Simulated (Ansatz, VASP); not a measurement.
## Two plane-wave programs on Re

The input INCAR:

```
SYSTEM = Re
ALGO = Normal ; EDIFF = 1E-7
EDIFFG = -0.01 ; ENCUT = 600
GGA = CA ; IBRION = 2
ISIF = 3 ; ISMEAR = -1
LASPH = .TRUE. ; LCHARG = .FALSE.
LREAL = .FALSE. ; LWAVE = .FALSE.
NELM = 100 ; NSW = 80
PREC = Accurate ; SIGMA = 0.1
```

The input KPOINTS:

```
k-points
0
G
  14 14 14
  0 0 0
```

The input POSCAR:

```
Re
1.0
   -1.5436774558      1.5436774558      1.5436774558
    1.5436774558     -1.5436774558      1.5436774558
    1.5436774558      1.5436774558     -1.5436774558
Re
1
Direct
    0.0000000000      0.0000000000      0.0000000000
```

Input for Ansatz:

```yaml
crystal:
  lattice:
    - [-1.5436774558, 1.5436774558, 1.5436774558]
    - [1.5436774558, -1.5436774558, 1.5436774558]
    - [1.5436774558, 1.5436774558, -1.5436774558]
  atoms:
    - { symbol: Re, position: [0.0, 0.0, 0.0] }
hamiltonian:
  xc: lda
  pseudopotentials:
    kind: paw
    azcp:
      Re: "pseudopotentials/Re.paw.azcp"
basis:
  ecutwfc: 420
  fft_grid_basis: typed
kpoints:
  mp_grid: { grid: [14, 14, 14], shift: [0, 0, 0] }
magnetization:
  spin_polarized: false
scf:
  occupations: { method: fermi_dirac, width: 0.1 }
relax:
  max_steps: 60
  f_tol: 0.01
  cell: {}
```

Alike in both runs: task relaxation of cell and atoms; functional LDA; k mesh 14 × 14 × 14; occupations fermi-dirac, width 0.1 eV; no spin polarisation.

|  | VASP | Ansatz |
| --- | --- | --- |
| version | VASP 6.6.1 | Ansatz 0.2.0 |
| potentials or method | VASP PAW LDA potentials, release 64 (Re), cutoff 600 eV | plane waves (420 eV) with PAW, scalar-relativistic |
| valence electrons in the cell | 7 | 15 |

Ansatz gave:

| Item | Value |
| --- | --- |
| relaxed volume (Å³/atom) | 14.46 |
| relaxed cell length with the largest relative difference (Å) | 2.658 |

Task: Estimate VASP's values.

Result: Relaxed volume (Å³/atom): 14.52; relaxed cell length with the largest relative difference (Å): 2.662.

Ansatz warns that its potentials were made for another functional, while VASP's fit it. LDA's correlation is that of Perdew and Zunger in VASP and of Perdew and Wang (1992) in Ansatz. VASP's potentials hold 7 valence electrons a cell and Ansatz's 15, so a difference there can come from the potentials and not from the codes.

Spin-orbit coupling is off throughout.
